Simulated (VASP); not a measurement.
# C (P1) in VASP: a series of runs

The runs below take C through single point, with LDA.

Program: VASP 6.6.1. These are calculated values, not measurements. Logs are shortened: lines on timing, memory, paths and dates and some standing lists are left out, and cuts for length are marked.

## (1) The cell of the first run

The typed cell holds 4 atoms: a = 7.270 Å, b = 3.635 Å, c = 3.635 Å, α = 39.49°, β = 39.49°, γ = 39.49°.

## (2) Single point, LDA

File INCAR:

```
PREC = Accurate
ENCUT = 520
EDIFF = 1E-6
ISMEAR = -1
SIGMA = 0.08
LREAL = False
LASPH = True
NELM = 80
ALGO = Normal
ISIF = 2
LWAVE = False
LCHARG = False
NBANDS = 16
```

File KPOINTS:

```
regular mesh
0
Gamma
  5 9 9
```

File POSCAR:

```
C
1.0
    2.4560574228      1.4180054142      6.6940228996
   -1.2280287114      0.7090027071      3.3470114498
    0.0000000000     -1.4180054142      3.3470114498
C
4
Direct
    0.4155535703      0.8296918642      0.8410278116
    0.9126499496      0.8253501516      0.8343332470
    0.0853447282      0.1872582872      0.1600917153
    0.5796898553      0.1690030290      0.1728624983
```

Potentials or basis: VASP PAW LDA potentials, release 64 (C).

Started as:

```console
cat potpaw_LDA.64/C/POTCAR > POTCAR
mpirun -np 1 vasp_std > vasp.out
```

OUTCAR:

```text
PREC = Accurate
   ENCUT = 520
   EDIFF = 1E-6
   ISMEAR = -1
   LREAL = False
   LASPH = True
   NELM = 80
   ISIF = 2

 ion  position               nearest neighbor table
   1  0.416  0.830  0.841-   4 1.40   3 1.42   4 1.42
   2  0.913  0.825  0.834-   3 1.39   4 1.43   3 1.46
   3  0.085  0.187  0.160-   2 1.39   1 1.42   2 1.46
   4  0.580  0.169  0.173-   1 1.40   1 1.42   2 1.43

  LATTYP: Found a base centered monoclinic cell.
 ALAT       =     6.8425639884
 B/A-ratio  =     0.3589381739
 C/A-ratio  =     0.6216991540
 COS(beta)  =    -0.2072330513

  Lattice vectors:

 A1 = (  -1.2280287114,   0.7090027071,   3.3470114498)
 A2 = (   0.0000000000,  -1.4180054142,   3.3470114498)
 A3 = (   3.6840861342,   2.1270081213,   0.0000000000)

Analysis of symmetry for initial positions (statically):
=====================================================================
 Subroutine PRICEL returns:
 Original cell was already a primitive cell.

 Routine SETGRP: Setting up the symmetry group for a
 base centered monoclinic supercell.

 Subroutine GETGRP returns: Found  1 space group operations
 (whereof  1 operations were pure point group operations)
 out of a pool of  4 trial point group operations.

The static configuration has the point symmetry C_1 .

Analysis of symmetry for dynamics (positions and initial velocities):
=====================================================================
 Subroutine PRICEL returns:
 Original cell was already a primitive cell.

 Routine SETGRP: Setting up the symmetry group for a
 base centered monoclinic supercell.

 Subroutine GETGRP returns: Found  1 space group operations
 (whereof  1 operations were pure point group operations)
 out of a pool of  4 trial point group operations.

The dynamic configuration has the point symmetry C_1 .

 Subroutine INISYM returns: Found  1 space group operations
 (whereof  1 operations are pure point group operations),
 and found     1 'primitive' translations

----------------------------------------------------------------------------------------

                                     Primitive cell

  volume of cell :      34.9699

  direct lattice vectors                    reciprocal lattice vectors
     2.456057423  1.418005414  6.694022900     0.203578302  0.117535988  0.049795667
    -1.228028711  0.709002707  3.347011450    -0.407156604  0.235071975  0.099591333
     0.000000000 -1.418005414  3.347011450     0.000000000 -0.470143950  0.099591333

  length of vectors
     7.270000000  3.635000000  3.635000000     0.240288247  0.480576495  0.480576495

  position of ions in fractional coordinates (direct lattice)
     0.415553570  0.829691864  0.841027812
     0.912649950  0.825350152  0.834333247
     0.085344728  0.187258287  0.160091715
     0.579689855  0.169003029  0.172862498

  ion indices of the primitive-cell ions
   primitive index   ion index
                 1           1
                 2           2
                 3           3
                 4           4

----------------------------------------------------------------------------------------

 KPOINTS: regular mesh

Automatic generation of k-mesh.
 Grid dimensions read from file:
 generate k-points for:    5    9    9

 Generating k-lattice:

  Cartesian coordinates                     Fractional coordinates (reciprocal lattice)
     0.040715660  0.023507198  0.009959133     0.200000000 -0.000000000  0.000000000
    -0.045239623  0.026119108  0.011065704    -0.000000000  0.111111111 -0.000000000
     0.000000000 -0.052238217  0.011065704    -0.000000000 -0.000000000  0.111111111

  Length of vectors
     0.048057649  0.053397388  0.053397388

  Shift w.r.t. Gamma in fractional coordinates (k-lattice)
     0.000000000  0.000000000  0.000000000

 Subroutine IBZKPT returns following result:
 ===========================================

 Found    203 irreducible k-points:

 Following reciprocal coordinates:
            Coordinates               Weight
  0.000000  0.000000  0.000000      1.000000
  0.200000 -0.000000  0.000000      2.000000
  0.400000 -0.000000 -0.000000      2.000000
  0.000000  0.111111 -0.000000      2.000000
 -0.000000 -0.000000 -0.111111      2.000000
  0.200000  0.111111  0.000000      2.000000
[... 16 lines left out ...]
  0.200000 -0.000000 -0.222222      2.000000
  0.000000  0.333333 -0.000000      2.000000
 [... further k-points ...]
   k-points           NKPTS =    203   k-points in BZ     NKDIM =    203   number of bands    NBANDS=     16
   number of dos      NEDOS =    301   number of ions     NIONS =      4
   total plane-waves  NPLWV =  42336
   dimension x,y,z NGX =    54 NGY =   28 NGZ =   28
   dimension x,y,z NGXF=   108 NGYF=   56 NGZF=   56
   ions per type =               4
   NGX,Y,Z   is equivalent  to a cutoff of  12.35, 12.81, 12.81 a.u.
   NGXF,Y,Z  is equivalent  to a cutoff of  24.70, 25.61, 25.61 a.u.
 SYSTEM =  unknown system
   PREC   = accura    normal or accurate (medium, high low for compatibility)
   ISTART =      0    job   : 0-new  1-cont  2-samecut
   ICHARG =      2    charge: 1-file 2-atom 10-const
   ISPIN  =      1    spin polarized calculation?
   LNONCOLLINEAR =      F non collinear calculations
   LSORBIT =      F    spin-orbit coupling
   LASPH  =      T    aspherical Exc in radial PAW
   ENCUT  =  520.0 eV  38.22 Ry    6.18 a.u.  13.52  6.76  6.76*2*pi/ulx,y,z
   NELM   =     80;   NELMIN=  2; NELMDL= -5     # of ELM steps
   EDIFF  = 0.1E-05   stopping-criterion for ELM
   LREAL  =      F    real-space projection
   EDIFFG = 0.1E-04   stopping-criterion for IOM
   NSW    =      0    number of steps for IOM
   IBRION =     -1    ionic relax: 0-MD 1-quasi-New 2-CG
   NFREE  =      0    steps in history (QN), initial steepest desc. (CG)
   ISIF   =      2    stress and relaxation
   ISYM   =      2    0-nonsym 1-usesym 2-fastsym
   POTIM  = 0.5000    time-step for ionic-motion
   TEBEG  =    0.0;   TEEND  =   0.0 temperature during run
   PSTRESS=    0.0 pullay stress
   NELECT =      16.0000    total number of electrons
   NUPDOWN=      -1.0000    fix difference up-down
   EMIN   =  10.00;   EMAX   =-10.00  energy-range for DOS
   EFERMI =   0.00;   METHOD = LEGACY
   ISMEAR =    -1;   SIGMA  =   0.08  broadening in eV -4-tet -1-fermi 0-gaus
   EFERMI_NEDOS =   21; number of points for ismear=-14 and -15
   IALGO  =     38    algorithm
   IMIX   =      4    mixing-type and parameters
     AMIX     =   0.40;   BMIX     =  1.00
     AMIX_MAG =   1.60;   BMIX_MAG =  1.00
  volume/ion in A,a.u.               =       8.74        59.00
  Fermi-wavevector in a.u.,A,eV,Ry     =   1.261488  2.383867 21.651666  1.591353
  Thomas-Fermi vector in A             =   2.394945
   LORBIT       =      0    0 simple, 1 ext, 2 COOP (PROOUT), +10 PAW based schemes
   GGA     = CA    functional components
   LHFCALC =     F    Hartree Fock is set to
   AEXX    =    0.0000 exact exchange contribution
   IVDW    =     0    specifies the selected vdW correction
   LEPSILON=     F    determine dielectric tensor
   LRPA    =     F    only Hartree local field effects (RPA)
 non-spin polarized calculation
  energy-cutoff  :      520.00
  volume of cell :       34.97
 maximum number of plane-waves:       962
 NGX is ok and might be reduce to    54
   NGX = 27   NGY = 13   NGZ = 13

 number of electron      16.0000000 magnetization

 Free energy of the ion-electron system (eV)
  ---------------------------------------------------
  ext. energy  EPLUGINS =         0.00000000
  ---------------------------------------------------
  free energy    TOTEN  =       -40.29600318 eV

  energy without entropy =      -40.29382668  energy(sigma->0) =      -40.29491493

 E-fermi :   4.6699     XC(G=0): -10.7975

 val. band max:        4.5451844487   @ k =   0.4000   0.3333  -0.0000
 cond. band min:       4.8100972470   @ k =  -0.4000   0.4444   0.1111
 fundamental gap:      0.2649127983
 Fermi energy:         4.6699443189

 k-point     1 :       0.0000    0.0000    0.0000
  band No.  band energies     occupation
      1     -14.8734      2.00000
      2      -9.4664      2.00000
      3      -8.5466      2.00000
      4      -1.9366      2.00000
      5      -1.7052      2.00000
      6       1.2861      2.00000
[... 8 lines left out ...]
     15      16.5490      0.00000
     16      16.9040      0.00000

 k-point     2 :       0.2000   -0.0000    0.0000
  band No.  band energies     occupation
      1     -14.6312      2.00000
      2     -11.1010      2.00000
      3      -6.5717      2.00000
      4      -1.6934      2.00000
      5      -1.4744      2.00000
      6       0.5866      2.00000
[... 8 lines left out ...]
     15      15.3935      0.00000
     16      18.1801      0.00000

 k-point     3 :       0.4000   -0.0000   -0.0000
  band No.  band energies     occupation
      1     -13.9101      2.00000
      2     -12.7177      2.00000
      3      -3.9900      2.00000
      4      -1.4337      2.00000
      5      -0.9625      2.00000
      6      -0.7917      2.00000
[... 8 lines left out ...]
     15      16.7068      0.00000
     16      19.2799      0.00000

 k-point     4 :       0.0000    0.1111   -0.0000
  band No.  band energies     occupation
      1     -14.5756      2.00000
      2     -10.0385      2.00000
      3      -7.4822      2.00000
      4      -2.5167      2.00000
      5      -1.6323      2.00000
      6       0.2783      2.00000
[... 8 lines left out ...]
     15      15.6545      0.00000
     16      17.6182      0.00000

 k-point     5 :      -0.0000   -0.0000   -0.1111
  band No.  band energies     occupation
      1     -14.5736      2.00000
      2     -10.0468      2.00000
      3      -7.4876      2.00000
      4      -2.5022      2.00000
      5      -1.6390      2.00000
      6       0.6378      2.00000
[... 8 lines left out ...]
     15      15.6643      0.00000
     16      17.5815      0.00000

 k-point     6 :       0.2000    0.1111    0.0000
  band No.  band energies     occupation
      1     -14.5899      2.00000
      2      -9.8975      2.00000
      3      -7.6749      2.00000
      4      -2.5331      2.00000
      5      -1.7566      2.00000
      6       0.6706      2.00000
[... 8 lines left out ...]
     15      15.5116      0.00000
     16      17.4758      0.00000
[... 267 lines left out ...]
 k-point    21 :       0.4000    0.0000   -0.2222
  band No.  band energies     occupation
      1     -13.0840      2.00000
      2     -11.7268      2.00000
      3      -4.2942      2.00000
      4      -3.3246      2.00000
      5      -3.0759      2.00000
      6      -0.6586      2.00000
[... 8 lines left out ...]
     15      17.2136      0.00000
     16      17.6217      0.00000

 k-point    22 :      -0.2000    0.2222   -0.0000
  band No.  band energies     occupation
      1     -12.9483      2.00000
      2     -11.9357      2.00000
      3      -3.9942      2.00000
      4      -3.4010      2.00000
      5      -2.9456      2.00000
      6      -0.9878      2.00000
[... 8 lines left out ...]
     15      17.3010      0.00000
     16      17.8021      0.00000

 k-point    23 :       0.2000   -0.0000   -0.2222
  band No.  band energies     occupation
      1     -12.9345      2.00000
      2     -11.9530      2.00000
      3      -4.3710      2.00000
      4      -3.0757      2.00000
      5      -2.4617      2.00000
      6      -1.4374      2.00000
[... 8 lines left out ...]
     15      17.1653      0.00000
     16      17.9413      0.00000

 k-point    24 :       0.0000    0.3333   -0.0000
  band No.  band energies     occupation
      1     -12.2372      2.00000
      2     -10.2399      2.00000
      3      -6.4404      2.00000
      4      -4.9893      2.00000
      5      -3.5420      2.00000
      6      -0.8731      2.00000
[... 8 lines left out ...]
     15      19.2687      0.00000
     16      20.1486      0.00000

 [... further k-points ...]

------------------------ aborting loop because EDIFF is reached ----------------------------------------

  FORCE on cell =-STRESS in cart. coord.  units (eV):
  Direction    XX          YY          ZZ          XY          YZ          ZX
  --------------------------------------------------------------------------------------
  -------------------------------------------------------------------------------------
  Total       -0.4824627     -1.2819138     -0.2035158     -0.3032130     -0.1803227      0.1345364
  in kB      -22.1044375    -58.7319666     -9.3242479    -13.8919589     -8.2616366      6.1638989
  external PRESSURE =     -30.0535507 kB  Pullay stress =       0.0000000 kB

 VOLUME and BASIS-vectors are now :
 -----------------------------------------------------------------------------
  energy-cutoff  :      520.00
  volume of cell :       34.97
      direct lattice vectors                 reciprocal lattice vectors
     2.456057423  1.418005414  6.694022900     0.203578302  0.117535988  0.049795667
    -1.228028711  0.709002707  3.347011450    -0.407156604  0.235071975  0.099591333
     0.000000000 -1.418005414  3.347011450     0.000000000 -0.470143950  0.099591333

 POSITION                                       TOTAL-FORCE (eV/Angst)
 -----------------------------------------------------------------------------------
      0.00174     -0.01507      8.37364        -0.601146      0.603343      0.461568
      1.22797      0.69623     11.66428        -1.143325      1.563568      1.457394
     -0.02035      0.02678      1.73388         0.927567     -2.090215     -1.449807
      1.21621      0.69671      5.02469         0.816904     -0.076696     -0.469155
 -----------------------------------------------------------------------------------
    total drift:                               -0.000134      0.000259     -0.000133

  FREE ENERGIE OF THE ION-ELECTRON SYSTEM (eV)
  ---------------------------------------------------
  free  energy   TOTEN  =       -40.2960031827 eV

  energy  without entropy=      -40.2938266812  energy(sigma->0) =      -40.29491493
```

It took 1.7 min on 1 thread of AMD EPYC 9R45 (Zen 5), shared host; peak memory 0.18 GiB.

Results:

| Property | Result |
| --- | --- |
| Free energy | -40.2960 eV |
| Pressure | -3.0 GPa |
| Largest force | 2.708 eV/Å |
| Band gap on the k mesh | 0.26 eV |

Forces on the atoms (eV/Å):
```
C   -0.601  0.603  0.462
C   -1.143  1.564  1.457
C    0.928 -2.090 -1.450
C    0.817 -0.077 -0.469
```

Levels at points of the mesh, in eV from the valence-band top:
| k point | band 4 | band 5 | band 6 | band 7 | band 8 | band 9 | band 10 | band 11 | band 12 | band 13 |
| --- | --- | --- | --- | --- | --- | --- | --- | --- | --- | --- |
| (0.00, 0.00, 0.00) | -6.48 | -6.25 | -3.26 | -2.44 | -1.97 | 2.15 | 4.00 | 7.66 | 8.09 | 9.09 |

Caveat: forces of over 1 eV/Å act on the atoms, so gaps and moduli don't describe the material at rest.

## (3) Single point, LDA

File INCAR:

```
ALGO = Normal
EDIFF = 1E-6
ENCUT = 520
ISIF = 2
ISMEAR = -1
LASPH = True
LCHARG = False
LREAL = False
LWAVE = False
NBANDS = 16
NELM = 80
PREC = Accurate
SIGMA = 0.08
```

File KPOINTS:

```
k-points
0
Gamma
  5 9 9
```

File POSCAR:

```
C
1.0
    2.4560574228      1.4180054142      6.6940228996
   -1.2280287114      0.7090027071      3.3470114498
    0.0000000000     -1.4180054142      3.3470114498
C
4
Direct
    0.4185559439      0.8318563104      0.8382189226
    0.9201721504      0.8430655005      0.8403591421
    0.0793923209      0.1518133063      0.1847346867
    0.5839707307      0.1610790089      0.1768491916
```

Potentials or basis: VASP PAW LDA potentials, release 64 (C).

Started as:

```console
cat potpaw_LDA.64/C/POTCAR > POTCAR
mpirun -np 1 vasp_std > vasp.out
```

Run time: 1.7 min. Hardware: 1 thread of AMD EPYC 9R45 (Zen 5), shared host; peak memory 0.18 GiB.

The run converged. Its results:

| Property | Result |
| --- | --- |
| Free energy | -40.3184 eV |
| Pressure | -2.9 GPa |
| Largest force | 2.675 eV/Å |
| Band gap on the k mesh | 0.25 eV |

Forces on the atoms (eV/Å):
```
C   -0.105 -0.977 -0.386
C    0.823 -1.994 -1.247
C   -0.309  2.395  1.151
C   -0.409  0.576  0.482
```

Stress tensor (GPa, compression positive):
```
-6.34  0.65  0.35
 0.65 -1.26 -0.92
 0.35 -0.92 -1.02
```

Levels at points of the mesh, in eV from the valence-band top:
| k point | band 4 | band 5 | band 6 | band 7 | band 8 | band 9 | band 10 | band 11 | band 12 | band 13 |
| --- | --- | --- | --- | --- | --- | --- | --- | --- | --- | --- |
| (0.00, 0.00, 0.00) | -6.50 | -6.31 | -3.31 | -2.45 | -1.92 | 1.96 | 3.95 | 7.61 | 8.06 | 9.07 |

Caveat: forces of over 1 eV/Å act on the atoms, so gaps and moduli don't describe the material at rest. A k mesh can miss the band edges.

## (4) Single point, LDA

File INCAR:

```
PREC     = Accurate       # precision mode
ENCUT    = 520            # plane-wave cutoff, eV
EDIFF    = 1E-7           # SCF threshold, eV
ISMEAR   = -1             # smearing method
SIGMA    = 0.08           # smearing width, eV
LREAL    = F              # projectors in reciprocal space
LASPH    = T              # aspherical terms in the spheres
NELM     = 60             # most SCF steps
ALGO     = Normal         # electronic algorithm
ISIF     = 2              # what is computed and relaxed
LWAVE    = F              # write WAVECAR
LCHARG   = F              # write CHGCAR
GGA      = CA             # functional
NBANDS   = 16             # bands
```

File KPOINTS:

```
Automatic mesh
0
Gamma
  5 9 9
```

File POSCAR:

```
C
1.0
    2.4560574228      1.4180054142      6.6940228996
   -1.2280287114      0.7090027071      3.3470114498
    0.0000000000     -1.4180054142      3.3470114498
C
4
Direct
    0.4182099896      0.8233820104      0.8453346453
    0.9203366147      0.8329793632      0.8389389167
    0.0899742874      0.1440495769      0.1788791242
    0.5839366423      0.1606557917      0.1891182565
```

Started as:

```console
cat potpaw_LDA.64/C/POTCAR > POTCAR
mpirun -np 1 vasp_std > vasp.out
```

Wall time 2 min (1 thread of AMD EPYC 9R45 (Zen 5), shared host); peak memory 0.17 GiB.

The run converged. Its results:

```yaml
Free_energy: -40.3624 eV
Pressure: -2.7 GPa
Largest_force: 2.272 eV/Å
Band_gap_on_the_k_mesh: 0.25 eV
```

Forces in eV/Å, atoms in the order of the input:
```
C    0.634 -0.196  0.368
C    0.821 -1.461 -0.166
C   -2.187  0.545  0.289
C    0.732  1.112 -0.491
```

Stress tensor (GPa, compression positive):
```
-4.94  1.34  0.42
 1.34 -2.67  0.05
 0.42  0.05 -0.48
```

Levels at points of the mesh, in eV from the valence-band top:
```tsv
k point	band 4	band 5	band 6	band 7	band 8	band 9	band 10	band 11	band 12	band 13
(0.00, 0.00, 0.00)	-6.51	-6.26	-3.23	-2.55	-1.88	2.01	3.99	7.74	8.11	8.98
```

Caveat: forces of over 1 eV/Å act on the atoms, so gaps and moduli don't describe the material at rest.
